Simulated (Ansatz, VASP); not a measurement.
## Two plane-wave programs on WC

File INCAR:

```
SYSTEM = WC
  PREC = Accurate
  ENCUT = 520
  EDIFF = 1E-8
  ISMEAR = -1
  SIGMA = 0.05
  LREAL = .False.
  LASPH = .True.
  NELM = 150
  ALGO = Normal
  ISIF = 2
  LWAVE = .False.
  LCHARG = .False.
  ISPIN = 2
  MAGMOM = 2 0
  LORBIT = 11
  LMAXMIX = 4
  GGA = PE
  LEFG = .True.
  NBANDS = 20
```

KPOINTS

```
regular mesh
0
Gamma
  13 13 12
  0 0 0
```

POSCAR

```
WC
1.0
    2.9065000000      0.0000000000      0.0000000000
   -1.4532500000      2.5171028361      0.0000000000
    0.0000000000      0.0000000000      2.8366000000
W C
1 1
Direct
    0.0000000000      0.0000000000      0.0000000000
    0.6666666667      0.3333333333      0.5000000000
```

Input for Ansatz:

```yaml
crystal:
  lattice:
    - [2.9065, 0.0, 0.0]
    - [-1.45325, 2.5171028361, 0.0]
    - [0.0, 0.0, 2.8366]
  atoms:
    - { symbol: W, position: [0.0, 0.0, 0.0], spin: 2.0 }
    - { symbol: C, position: [0.6666666667, 0.3333333333, 0.5] }
magnetization:
  spin_polarized: true
kpoints:
  mp_grid: { grid: [13, 13, 12] }
scf:
  occupations: { method: fermi_dirac, width: 0.05 }
hamiltonian:
  xc: pbe
  pseudopotentials: { kind: paw }
output:
  forces: true
  stress: true
  populations: true
  efg: { contact_densities: true }
```

Alike in both runs: task electric field gradients; functional PBE; k mesh 13 × 13 × 12; occupations fermi-dirac, width 0.05 eV; collinear spin.

|  | VASP | Ansatz |
| --- | --- | --- |
| version | VASP 6.6.1 | Ansatz 0.2.0 |
| potentials or method | VASP PAW PBE potentials, release 64 (W_sv, C) | plane-wave PAW, scalar-relativistic |
| plane-wave cutoff (eV) | 520 | 420 |
| valence electrons in the cell | 18 | 18 |

VASP gave:

| Quantity | Value |
| --- | --- |
| pressure (GPa) | 6.7 |
| traceless stress, the component that is largest in VASP (GPa) | -0.27 |
| net moment per atom (μB) | 0.00 |
| size of Vzz on the site where it differs most (V/Å²) | 140.5 |

**Question.** Which values does Ansatz return?

**Answer.** Pressure (GPa): 5.5; traceless stress, the component that is largest in VASP (GPa): -0.49; net moment per atom (μB): 0.00; size of Vzz on the site where it differs most (V/Å²): 136.4.

The functional is the same, so the differences come from potentials, cutoffs and numerics. Ansatz's warnings: seeded moment not kept.

Spin-orbit coupling is off throughout.
